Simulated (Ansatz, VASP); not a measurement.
Two plane-wave programs on Rb2RhO2

```
CELL_PARAMETERS angstrom
0.00000 4.14058 0.00000
4.14058 0.00000 0.00000
2.07029 2.07029 -6.53290
ATOMIC_POSITIONS crystal
Rb 0.34510 0.34510 0.30980
Rb 0.65490 0.65490 0.69020
O 0.12730 0.12730 0.74540
O 0.87270 0.87270 0.25460
Rh 0.00000 0.00000 0.00000
```

Alike in both runs: task single point; functional PBE; k mesh 5 × 5 × 5; occupations fermi-dirac, width 0.0363 eV; no spin polarisation.

|  | VASP | Ansatz |
| --- | --- | --- |
| version | VASP 6.6.1 | Ansatz 0.2.0 |
| potentials or method | VASP PAW PBE potentials, release 64 (Rb_sv, O, Rh_pv), cutoff 520 eV | PAW plane waves |
| valence electrons in the cell | 45 | 47 |

VASP gave:

| Item | Value |
| --- | --- |
| gap on the k mesh at the Fermi level (eV) | none |
| pressure (GPa) | 13.0 |
| traceless stress, the component that is largest in VASP (GPa) | 20.44 |
| rms of the force components (eV/Å) | 2.415 |

Question: Estimate Ansatz's values.

Answer: gap on the k mesh at the Fermi level (eV): none; pressure (GPa): 13.1; traceless stress, the component that is largest in VASP (GPa): 20.71; rms of the force components (eV/Å): 2.447.

Atom by atom the forces differ by 0.033 eV/Å (rms over components). A gap of «none» marks a metal or a gap that the smearing closes. VASP's potentials hold 45 valence electrons a cell and Ansatz's 47, so a difference there can come from the potentials and not from the codes.
